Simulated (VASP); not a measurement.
# CaBr: single point with PBEsol

Crystal: CaBr.

```xyz
4
Lattice="4.0676 0.0000 0.0000 -2.0338 3.5227 0.0000 0.0000 0.0000 10.5034" Properties=species:S:1:pos:R:3 pbc="T T T"
Ca    0.0000    2.3484    3.8480
Ca    2.0338    1.1742    9.0998
Br    0.0000    2.3484    0.0908
Br    2.0338    1.1742    5.3425
```

This cell differs from its parent crystal: strained.

```yaml
Program: VASP 6.6.1
Task: single point
Functional: PBEsol
Potentials_or_basis: VASP PAW PBE potentials, release 64 (Ca_sv, Br)
Cutoff: 520 eV
k_mesh: 12 × 12 × 6
Occupations: gaussian, width 0.1 eV
Spin: no spin polarisation
Dipole_correction: no
Further_INCAR_settings: ALGO = Normal; EDIFF = 1e-06; NBANDS = 25
```

* Pressure: 1.8 GPa
* Largest force: 0.918 eV/Å
* Band gap on the k mesh: zero (bands 17 and 18 overlap by 1.24 eV)

Forces on the atoms (eV/Å):
```
Ca   0.000  0.000 -0.918
Ca   0.000  0.000 -0.918
Br   0.000  0.000  0.918
Br   0.000  0.000  0.918
```

Stress tensor (GPa, compression positive):
```
1.73 0.00 0.00
0.00 1.73 0.00
0.00 0.00 1.96
```

Levels at points of the mesh, in eV from the Fermi level:
| k point | band 13 | band 14 | band 15 | band 16 | band 17 | band 18 | band 19 | band 20 | band 21 | band 22 |
| --- | --- | --- | --- | --- | --- | --- | --- | --- | --- | --- |
| (0.00, 0.00, 0.00) | -4.85 | -4.85 | -4.84 | -4.84 | -1.68 | 0.36 | 1.37 | 1.72 | 1.75 | 1.75 |
| (0.50, 0.00, 0.00) | -5.42 | -5.33 | -5.11 | -5.08 | -0.01 | 0.31 | 0.57 | 0.89 | 1.54 | 2.44 |
| (0.00, 0.00, 0.50) | -4.85 | -4.85 | -4.85 | -4.85 | -0.92 | -0.92 | 1.79 | 1.79 | 1.82 | 1.82 |
| (0.50, 0.00, 0.50) | -5.37 | -5.37 | -5.09 | -5.09 | 0.08 | 0.08 | 0.81 | 0.81 | 1.90 | 1.90 |

Run time: 3.1 min on 1 thread of Intel(R) Xeon(R) Platinum 8375C CPU @ 2.90GHz (Ice Lake), with other jobs on the host, peak memory 0.42 GiB.

Caveat: the cell differs from its parent crystal (strained); the PAW data sets were made with another functional, which shifts forces and pressure a little.
